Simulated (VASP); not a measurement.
# Hf in VASP: further runs

Runs on Hf. Level: PBEsol. Tasks: single point.

Everything below comes from runs of VASP 6.6.1. Logs are shortened: lines on timing, memory, paths and dates and some standing lists are left out, and cuts for length are marked.

### Step 1. The cell of the first run

It takes space group I4/mmm (No. 139, tetragonal). The conventional cell has a = 3.574 Å, b = 3.574 Å, c = 3.610 Å, α = 90.00°, β = 90.00°, γ = 90.00°. Hf (site symmetry 4/mmm) has 14 Hf at 3.11 to 3.61 Å within 4.1 Å.

### Step 2. Single point, PBEsol (equal xx and yy strain of -1 %)

File INCAR:

```
SYSTEM = Hf
ALGO = Normal ; EDIFF = 1E-6
ENCUT = 520 ; GGA = PS
ISIF = 2 ; ISMEAR = -1
LASPH = .TRUE. ; LCHARG = .FALSE.
LREAL = .FALSE. ; LWAVE = .FALSE.
NBANDS = 11 ; NELM = 80
PREC = Accurate ; SIGMA = 0.05
```

File KPOINTS:

```
k-points
0
G
  14 14 14
  0 0 0
```

File POSCAR:

```
Hf
1.0
   -1.7869500000      1.7869500000      1.8050000000
    1.7869500000     -1.7869500000      1.8050000000
    1.7869500000      1.7869500000     -1.8050000000
Hf
1
Direct
    0.0000000000      0.0000000000      0.0000000000
```

Potentials or basis: VASP PAW PBE potentials, release 64 (Hf_pv).

Run with:

```sh
cat potpaw_PBE.64/Hf_pv/POTCAR > POTCAR
mpirun -np 1 vasp_std > vasp.out
```

OUTCAR:

```text
SYSTEM = Hf
   EDIFF = 1E-6
   ENCUT = 520
   GGA = PS
   ISIF = 2
   ISMEAR = -1
   LASPH = .TRUE.
   LREAL = .FALSE.
   NELM = 80
   PREC = Accurate

 ion  position               nearest neighbor table
   1  0.000  0.000  0.000-

  LATTYP: Found a body centered tetragonal cell.
 ALAT       =     3.5739000000
 C/A-ratio  =     1.0101010101

  Lattice vectors:

 A1 = (  -1.7869500000,   1.7869500000,   1.8050000000)
 A2 = (   1.7869500000,  -1.7869500000,   1.8050000000)
 A3 = (   1.7869500000,   1.7869500000,  -1.8050000000)

Analysis of symmetry for initial positions (statically):
=====================================================================
 Subroutine PRICEL returns:
 Original cell was already a primitive cell.

 Routine SETGRP: Setting up the symmetry group for a
 body centered tetragonal supercell.

 Subroutine GETGRP returns: Found 16 space group operations
 (whereof 16 operations were pure point group operations)
 out of a pool of 16 trial point group operations.

The static configuration has the point symmetry D_4h.

Analysis of symmetry for dynamics (positions and initial velocities):
=====================================================================
 Subroutine PRICEL returns:
 Original cell was already a primitive cell.

 Routine SETGRP: Setting up the symmetry group for a
 body centered tetragonal supercell.

 Subroutine GETGRP returns: Found 16 space group operations
 (whereof 16 operations were pure point group operations)
 out of a pool of 16 trial point group operations.

The dynamic configuration has the point symmetry D_4h.

 Subroutine INISYM returns: Found 16 space group operations
 (whereof 16 operations are pure point group operations),
 and found     1 'primitive' translations

----------------------------------------------------------------------------------------

                                     Primitive cell

  volume of cell :      23.0548

  direct lattice vectors                    reciprocal lattice vectors
    -1.786950000  1.786950000  1.805000000     0.000000000  0.279806374  0.277008310
     1.786950000 -1.786950000  1.805000000     0.279806374  0.000000000  0.277008310
     1.786950000  1.786950000 -1.805000000     0.279806374  0.279806374  0.000000000

  length of vectors
     3.105544333  3.105544333  3.105544333     0.393732410  0.393732410  0.395705969

  position of ions in fractional coordinates (direct lattice)
     0.000000000  0.000000000  0.000000000

  ion indices of the primitive-cell ions
   primitive index   ion index
                 1           1

----------------------------------------------------------------------------------------

 KPOINTS: k-points

Automatic generation of k-mesh.
 Grid dimensions read from file:
 generate k-points for:   14   14   14

 Generating k-lattice:

  Cartesian coordinates                     Fractional coordinates (reciprocal lattice)
     0.000000000  0.019986170  0.019786308     0.071428571  0.000000000  0.000000000
     0.019986170  0.000000000  0.019786308     0.000000000  0.071428571  0.000000000
     0.019986170  0.019986170  0.000000000     0.000000000  0.000000000  0.071428571

  Length of vectors
     0.028123744  0.028123744  0.028264712

  Shift w.r.t. Gamma in fractional coordinates (k-lattice)
     0.000000000  0.000000000  0.000000000

 Subroutine IBZKPT returns following result:
 ===========================================

 Found    244 irreducible k-points:

 Following reciprocal coordinates:
            Coordinates               Weight
  0.000000  0.000000  0.000000      1.000000
  0.071429  0.000000 -0.000000      8.000000
  0.142857  0.000000  0.000000      8.000000
  0.214286  0.000000  0.000000      8.000000
  0.285714  0.000000  0.000000      8.000000
  0.357143  0.000000 -0.000000      8.000000
[... 16 lines left out ...]
  0.214286  0.142857  0.000000     16.000000
  0.285714  0.142857  0.000000     16.000000
 [... further k-points ...]
   k-points           NKPTS =    244   k-points in BZ     NKDIM =    244   number of bands    NBANDS=     11
   number of dos      NEDOS =    301   number of ions     NIONS =      1
   total plane-waves  NPLWV =  13824
   dimension x,y,z NGX =    24 NGY =   24 NGZ =   24
   dimension x,y,z NGXF=    48 NGYF=   48 NGZF=   48
   ions per type =               1
   NGX,Y,Z   is equivalent  to a cutoff of  12.85, 12.85, 12.85 a.u.
   NGXF,Y,Z  is equivalent  to a cutoff of  25.70, 25.70, 25.70 a.u.
 SYSTEM =  Hf
   PREC   = accura    normal or accurate (medium, high low for compatibility)
   ISTART =      0    job   : 0-new  1-cont  2-samecut
   ICHARG =      2    charge: 1-file 2-atom 10-const
   ISPIN  =      1    spin polarized calculation?
   LNONCOLLINEAR =      F non collinear calculations
   LSORBIT =      F    spin-orbit coupling
   LASPH  =      T    aspherical Exc in radial PAW
   ENCUT  =  520.0 eV  38.22 Ry    6.18 a.u.   5.77  5.77  5.77*2*pi/ulx,y,z
   NELM   =     80;   NELMIN=  2; NELMDL= -5     # of ELM steps
   EDIFF  = 0.1E-05   stopping-criterion for ELM
   LREAL  =      F    real-space projection
   EDIFFG = 0.1E-04   stopping-criterion for IOM
   NSW    =      0    number of steps for IOM
   IBRION =     -1    ionic relax: 0-MD 1-quasi-New 2-CG
   NFREE  =      0    steps in history (QN), initial steepest desc. (CG)
   ISIF   =      2    stress and relaxation
   ISYM   =      2    0-nonsym 1-usesym 2-fastsym
   POTIM  = 0.5000    time-step for ionic-motion
   TEBEG  =    0.0;   TEEND  =   0.0 temperature during run
   PSTRESS=    0.0 pullay stress
   NELECT =      10.0000    total number of electrons
   NUPDOWN=      -1.0000    fix difference up-down
   EMIN   =  10.00;   EMAX   =-10.00  energy-range for DOS
   EFERMI =   0.00;   METHOD = LEGACY
   ISMEAR =    -1;   SIGMA  =   0.05  broadening in eV -4-tet -1-fermi 0-gaus
   EFERMI_NEDOS =   21; number of points for ismear=-14 and -15
   IALGO  =     38    algorithm
   IMIX   =      4    mixing-type and parameters
     AMIX     =   0.40;   BMIX     =  1.00
     AMIX_MAG =   1.60;   BMIX_MAG =  1.00
  volume/ion in A,a.u.               =      23.05       155.58
  Fermi-wavevector in a.u.,A,eV,Ry     =   1.239236  2.341817 20.894561  1.535707
  Thomas-Fermi vector in A             =   2.373728
   LORBIT       =      0    0 simple, 1 ext, 2 COOP (PROOUT), +10 PAW based schemes
   GGA     = PS    functional components
   LHFCALC =     F    Hartree Fock is set to
   AEXX    =    0.0000 exact exchange contribution
   IVDW    =     0    specifies the selected vdW correction
   LEPSILON=     F    determine dielectric tensor
   LRPA    =     F    only Hartree local field effects (RPA)
 non-spin polarized calculation
  energy-cutoff  :      520.00
  volume of cell :       23.05
 maximum number of plane-waves:       636
   NGX = 11   NGY = 11   NGZ = 11

 number of electron      10.0000002 magnetization

 Free energy of the ion-electron system (eV)
  ---------------------------------------------------
  ext. energy  EPLUGINS =         0.00000000
  ---------------------------------------------------
  free energy    TOTEN  =       -10.29495725 eV

  energy without entropy =      -10.27743843  energy(sigma->0) =      -10.28619784

 E-fermi :   4.2061     XC(G=0): -11.2546

 val. band max:        4.2022427668   @ k =  -0.1429   0.5000   0.1429
 cond. band min:       4.2097834630   @ k =   0.2857   0.2143   0.0000
 fundamental gap:      0.0075406962
 Fermi energy:         4.2061394850

 k-point     1 :       0.0000    0.0000    0.0000
  band No.  band energies     occupation
      1     -25.6830      2.00000
      2     -25.6830      2.00000
      3     -25.6825      2.00000
      4      -2.7268      2.00000
      5       5.6676      0.00000
      6       5.6676      0.00000
      7       5.7734      0.00000
      8       8.3347      0.00000
      9       8.4823      0.00000
     10      17.2931      0.00000
     11      17.3656      0.00000

 k-point     2 :       0.0714    0.0000   -0.0000
  band No.  band energies     occupation
      1     -25.7221      2.00000
      2     -25.6953      2.00000
      3     -25.6828      2.00000
      4      -2.5449      2.00000
      5       5.5871      0.00000
      6       5.6198      0.00000
      7       5.9071      0.00000
      8       8.1591      0.00000
      9       8.4541      0.00000
     10      17.3509      0.00000
     11      17.5275      0.00000

 k-point     3 :       0.1429    0.0000    0.0000
  band No.  band energies     occupation
      1     -25.8307      2.00000
      2     -25.7294      2.00000
      3     -25.6829      2.00000
      4      -2.0232      2.00000
      5       5.2659      0.00000
      6       5.4038      0.00000
      7       6.4288      0.00000
      8       7.8496      0.00000
      9       8.4525      0.00000
     10      17.3459      0.00000
     11      17.8880      0.00000

 k-point     4 :       0.2143    0.0000    0.0000
  band No.  band energies     occupation
      1     -25.9840      2.00000
      2     -25.7784      2.00000
      3     -25.6831      2.00000
      4      -1.2382      2.00000
      5       4.8443      0.00001
      6       4.9779      0.00000
      7       7.2809      0.00000
      8       7.7959      0.00000
      9       8.5088      0.00000
     10      17.3398      0.00000
     11      17.7863      0.00000
[... 239 lines left out ...]
 k-point    22 :       0.1429    0.1429    0.0000
  band No.  band energies     occupation
      1     -26.0474      2.00000
      2     -25.7870      2.00000
      3     -25.7153      2.00000
      4      -0.7867      2.00000
      5       4.6229      0.00048
      6       4.7512      0.00004
      7       7.5030      0.00000
      8       7.8851      0.00000
      9       8.8136      0.00000
     10      17.3223      0.00000
     11      17.8284      0.00000

 k-point    23 :       0.2143    0.1429    0.0000
  band No.  band energies     occupation
      1     -26.1738      2.00000
      2     -25.8485      2.00000
      3     -25.7246      2.00000
      4       0.1041      2.00000
      5       4.1813      1.24369
      6       4.4537      0.01404
      7       7.6403      0.00000
      8       8.9113      0.00000
      9       9.0827      0.00000
     10      16.3490      0.00000
     11      17.3609      0.00000

 k-point    24 :       0.2857    0.1429    0.0000
  band No.  band energies     occupation
      1     -26.2816      2.00000
      2     -25.9117      2.00000
      3     -25.7289      2.00000
      4       0.9046      2.00000
      5       3.9381      1.99065
      6       4.2871      0.33071
      7       7.9198      0.00000
      8       8.9990      0.00000
      9      10.3440      0.00000
     10      14.9288      0.00000
     11      16.9051      0.00000

 [... further k-points ...]
[... 5 lines left out ...]
  --------------------------------------------------------------------------------------
  -------------------------------------------------------------------------------------
  Total       -1.1500828     -1.1500828     -1.0604814      0.0000000      0.0000000      0.0000000
  in kB      -79.9240891    -79.9240891    -73.6973081      0.0000000      0.0000000      0.0000000
  external PRESSURE =     -77.8484954 kB  Pullay stress =       0.0000000 kB

 VOLUME and BASIS-vectors are now :
 -----------------------------------------------------------------------------
  energy-cutoff  :      520.00
  volume of cell :       23.05
      direct lattice vectors                 reciprocal lattice vectors
    -1.786950000  1.786950000  1.805000000     0.000000000  0.279806374  0.277008310
     1.786950000 -1.786950000  1.805000000     0.279806374  0.000000000  0.277008310
     1.786950000  1.786950000 -1.805000000     0.279806374  0.279806374  0.000000000

 POSITION                                       TOTAL-FORCE (eV/Angst)
 -----------------------------------------------------------------------------------
      0.00000      0.00000      0.00000         0.000000      0.000000     -0.000000
 -----------------------------------------------------------------------------------
    total drift:                               -0.000000      0.000000     -0.000000

  FREE ENERGIE OF THE ION-ELECTRON SYSTEM (eV)
  ---------------------------------------------------
  free  energy   TOTEN  =       -10.2949572527 eV

  energy  without entropy=      -10.2774384281  energy(sigma->0) =      -10.28619784
```

It took 12 s on 1 thread of Intel Xeon 6975P-C (Granite Rapids), shared host; peak memory 0.18 GiB.

Results:

```
Free energy            : -10.2950 eV
Pressure               : -7.8 GPa
Band gap on the k mesh : zero (band 5 reaches 5.67 eV, above the bottom of band 6 at 3.49 eV)
```

Stress tensor (GPa, compression positive):
```
-7.99  0.00  0.00
 0.00 -7.99  0.00
 0.00  0.00 -7.37
```

Caveat: the cell differs from its parent crystal (equal xx and yy strain of -1 %); the PAW data sets were made with another functional, which shifts forces and pressure a little; spin-orbit coupling is left out, which moves the levels of the heavy elements.

### Step 3. Single point, PBEsol (equal xx and yy strain of +1 %)

File INCAR:

```
SYSTEM = Hf
PREC     = Accurate       ! precision mode
ENCUT    = 520            ! plane-wave cutoff, eV
EDIFF    = 1E-7           ! SCF threshold, eV
ISMEAR   = -1             ! smearing method
SIGMA    = 0.05           ! smearing width, eV
LREAL    = .FALSE.        ! projectors in reciprocal space
LASPH    = .TRUE.         ! aspherical terms in the spheres
NELM     = 80             ! most SCF steps
ALGO     = Normal         ! electronic algorithm
ISIF     = 2              ! what is computed and relaxed
LWAVE    = .FALSE.        ! write WAVECAR
LCHARG   = .FALSE.        ! write CHGCAR
GGA      = PS             ! functional
NBANDS   = 11             ! bands
```

File KPOINTS:

```
regular mesh
0
G
  14 14 14
  0 0 0
```

File POSCAR:

```
Hf
1.0
   -1.8230500000      1.8230500000      1.8050000000
    1.8230500000     -1.8230500000      1.8050000000
    1.8230500000      1.8230500000     -1.8050000000
Hf
1
Direct
    0.0000000000      0.0000000000      0.0000000000
```

Potentials or basis: VASP PAW PBE potentials, release 64 (Hf_pv).

Run with:

```sh
cat potpaw_PBE.64/Hf_pv/POTCAR > POTCAR
mpirun -np 1 vasp_std > vasp.out
```

OUTCAR:

```text
SYSTEM = Hf
   PREC = Accurate
   ENCUT = 520
   EDIFF = 1E-7
   ISMEAR = -1
   LREAL = .FALSE.
   LASPH = .TRUE.
   NELM = 80
   ISIF = 2
   GGA = PS

 ion  position               nearest neighbor table
   1  0.000  0.000  0.000-

  LATTYP: Found a body centered tetragonal cell.
 ALAT       =     3.6461000000
 C/A-ratio  =     0.9900990099

  Lattice vectors:

 A1 = (  -1.8230500000,   1.8230500000,   1.8050000000)
 A2 = (   1.8230500000,  -1.8230500000,   1.8050000000)
 A3 = (   1.8230500000,   1.8230500000,  -1.8050000000)

Analysis of symmetry for initial positions (statically):
=====================================================================
 Subroutine PRICEL returns:
 Original cell was already a primitive cell.

 Routine SETGRP: Setting up the symmetry group for a
 body centered tetragonal supercell.

 Subroutine GETGRP returns: Found 16 space group operations
 (whereof 16 operations were pure point group operations)
 out of a pool of 16 trial point group operations.

The static configuration has the point symmetry D_4h.

Analysis of symmetry for dynamics (positions and initial velocities):
=====================================================================
[... 161 lines left out ...]
 fundamental gap:      0.0038176529
 Fermi energy:         3.9588797109

 k-point     1 :       0.0000    0.0000    0.0000
  band No.  band energies     occupation
      1     -26.0978      2.00000
      2     -26.0977      2.00000
      3     -26.0977      2.00000
      4      -2.8511      2.00000
      5       5.3422      0.00000
      6       5.4436      0.00000
      7       5.4436      0.00000
      8       7.9326      0.00000
      9       8.0723      0.00000
     10      16.9003      0.00000
     11      16.9003      0.00000
[... 309 lines left out ...]
 k-point    24 :       0.2857    0.1429   -0.0000
  band No.  band energies     occupation
      1     -26.6207      2.00000
      2     -26.2983      2.00000
      3     -26.1417      2.00000
      4       0.7158      2.00000
      5       3.6913      1.99056
      6       4.0164      0.48049
      7       7.5355      0.00000
      8       8.6907      0.00000
      9       9.7670      0.00000
     10      14.2335      0.00000
     11      16.1917      0.00000

 [... further k-points ...]
[... 5 lines left out ...]
  --------------------------------------------------------------------------------------
  -------------------------------------------------------------------------------------
  Total       -1.5838599     -1.5838599     -1.6739180      0.0000000      0.0000000      0.0000000
  in kB     -105.7530701   -105.7530701   -111.7661803      0.0000000      0.0000000      0.0000000
  external PRESSURE =    -107.7574402 kB  Pullay stress =       0.0000000 kB

 VOLUME and BASIS-vectors are now :
 -----------------------------------------------------------------------------
  energy-cutoff  :      520.00
  volume of cell :       24.00
      direct lattice vectors                 reciprocal lattice vectors
    -1.823050000  1.823050000  1.805000000     0.000000000  0.274265654  0.277008310
     1.823050000 -1.823050000  1.805000000     0.274265654  0.000000000  0.277008310
     1.823050000  1.823050000 -1.805000000     0.274265654  0.274265654  0.000000000

 POSITION                                       TOTAL-FORCE (eV/Angst)
 -----------------------------------------------------------------------------------
      0.00000      0.00000      0.00000        -0.000000      0.000000     -0.000000
 -----------------------------------------------------------------------------------
    total drift:                                0.000000      0.000000      0.000000

  FREE ENERGIE OF THE ION-ELECTRON SYSTEM (eV)
  ---------------------------------------------------
  free  energy   TOTEN  =       -10.2403205371 eV

  energy  without entropy=      -10.2219566352  energy(sigma->0) =      -10.23113859
```

OSZICAR:

```text
N       E                     dE             d eps       ncg     rms          rms(c)
DAV:   1     0.121956541307E+02    0.12196E+02   -0.56627E+03  5384   0.832E+02
DAV:   2    -0.101897754611E+02   -0.22385E+02   -0.21726E+02  6762   0.154E+02
DAV:   3    -0.106711488656E+02   -0.48137E+00   -0.47119E+00  6621   0.152E+01
DAV:   4    -0.106734612535E+02   -0.23124E-02   -0.23087E-02  6108   0.128E+00
DAV:   5    -0.106734762155E+02   -0.14962E-04   -0.14962E-04  6812   0.902E-02    0.438E+01
DAV:   6    -0.103454689438E+02    0.32801E+00   -0.28603E-01  5938   0.374E+00    0.249E+01
DAV:   7    -0.102445336791E+02    0.10094E+00   -0.35074E-01  6151   0.402E+00    0.119E+00
DAV:   8    -0.102403326985E+02    0.42010E-02   -0.22637E-02  5950   0.108E+00    0.116E-01
DAV:   9    -0.102403176076E+02    0.15091E-04   -0.33500E-04  6689   0.157E-01    0.515E-02
DAV:  10    -0.102403213148E+02   -0.37071E-05   -0.25681E-05  6497   0.370E-02    0.315E-02
DAV:  11    -0.102403205475E+02    0.76726E-06   -0.37764E-06  6421   0.143E-02    0.162E-03
DAV:  12    -0.102403205371E+02    0.10442E-07   -0.52913E-08  4315   0.218E-03
   1 F= -.10240321E+02 E0= -.10231139E+02  d E =-.183639E-01
```

stdout:

```text
POSCAR found type information on POSCAR Hf
 POSCAR found :  1 types and       1 ions
 scaLAPACK will be used
 -----------------------------------------------------------------------------
|                                                                             |
|                                                                             |
|     You enforced a specific xc type in the INCAR file but a different       |
|     I HOPE YOU KNOW WHAT YOU ARE DOING!                                     |
|                                                                             |
 -----------------------------------------------------------------------------

 LDA part: xc-table for (Slater+PW92), standard interpolation
 POSCAR, INCAR and KPOINTS ok, starting setup
 FFT: planning ... GRIDC
 FFT: planning ... GRID_SOFT
 FFT: planning ... GRID
 WAVECAR not read
 entering main loop
```

Run time: 14 s. Hardware: 1 thread of Intel Xeon 6975P-C (Granite Rapids), shared host; peak memory 0.18 GiB.

Results:

| Quantity | Value |
| --- | --- |
| Free energy | -10.2403 eV |
| Pressure | -10.8 GPa |
| Band gap on the k mesh | zero (band 5 reaches 5.36 eV, above the bottom of band 6 at 3.27 eV) |

Stress tensor (GPa, compression positive):
```
-10.58   0.00   0.00
  0.00 -10.58   0.00
  0.00   0.00 -11.18
```

Caveat: the cell differs from its parent crystal (equal xx and yy strain of +1 %); the PAW data sets were made with another functional, which shifts forces and pressure a little; spin-orbit coupling is left out, which moves the levels of the heavy elements.

[end of part 1 of 2]
